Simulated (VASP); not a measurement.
Set up this calculation in VASP 6.6.1, as the native input.

| Item | Value |
| --- | --- |
| Task | single point |
| Functional | PBE |
| Potentials or basis | VASP PAW PBE potentials, release 64 (Si, N) |
| Cutoff | 520 eV |
| k mesh | 6 × 6 × 6 |
| Occupations | fermi-dirac, width 0.02 eV |
| Spin | no spin polarisation |
| Dipole correction | no |
| Further INCAR settings | ALGO = Normal; EDIFF = 1e-06; NBANDS = 45 |

The structure of Si3N4 lies in POSCAR:

```
Si3N4
1.0
   -3.1712630890      3.1712630890      3.1712630890
    3.1712630890     -3.1712630890      3.1712630890
    3.1712630890      3.1712630890     -3.1712630890
Si N
6 8
Direct
    0.2500000000      0.1250000000      0.8750000000
    0.8750000000      0.2500000000      0.1250000000
    0.7500000000      0.3750000000      0.6250000000
    0.6250000000      0.7500000000      0.3750000000
    0.1250000000      0.8750000000      0.2500000000
    0.3750000000      0.6250000000      0.7500000000
    0.5560828506      0.5560828506      0.5560828506
    0.4439171494      0.5000000000      0.0000000000
    0.5000000000      0.0000000000      0.9439171494
    0.0000000000      0.4439171494      0.5000000000
    0.9439171494      0.5000000000      0.0000000000
    0.0560828506      0.0560828506      0.0560828506
    0.0000000000      0.9439171494      0.5000000000
    0.5000000000      0.0000000000      0.4439171494
```

This cell differs from its parent crystal: volume scaled by 0.94, then relaxed in part.

These files were run (other wordings do the same):

INCAR

```
ALGO = Normal
EDIFF = 1E-6
ENCUT = 520
GGA = PE
ISIF = 2
ISMEAR = -1
LASPH = T
LCHARG = T
LELF = T
LREAL = F
LVHAR = T
LWAVE = F
NBANDS = 45
NELM = 60
PREC = Accurate
SIGMA = 0.02
```

KPOINTS

```
k-points
0
Gamma
  6 6 6
```

Potentials or basis: VASP PAW PBE potentials, release 64 (Si, N).

Command:

```console
$ cat potpaw_PBE.64/Si/POTCAR potpaw_PBE.64/N/POTCAR > POTCAR
$ mpirun -np 1 vasp_std > vasp.out
```

Results of the run:

```json
{
  "Pressure": "19.3 GPa",
  "Largest force": "0.008 eV/Å",
  "Band gap on the k mesh": "4.21 eV, indirect (least direct gap 4.41 eV)"
}
```

It took 74 s on 1 thread of Intel(R) Xeon(R) Platinum 8375C CPU @ 2.90GHz (Ice Lake), with other jobs on the host, peak memory 0.27 GiB.
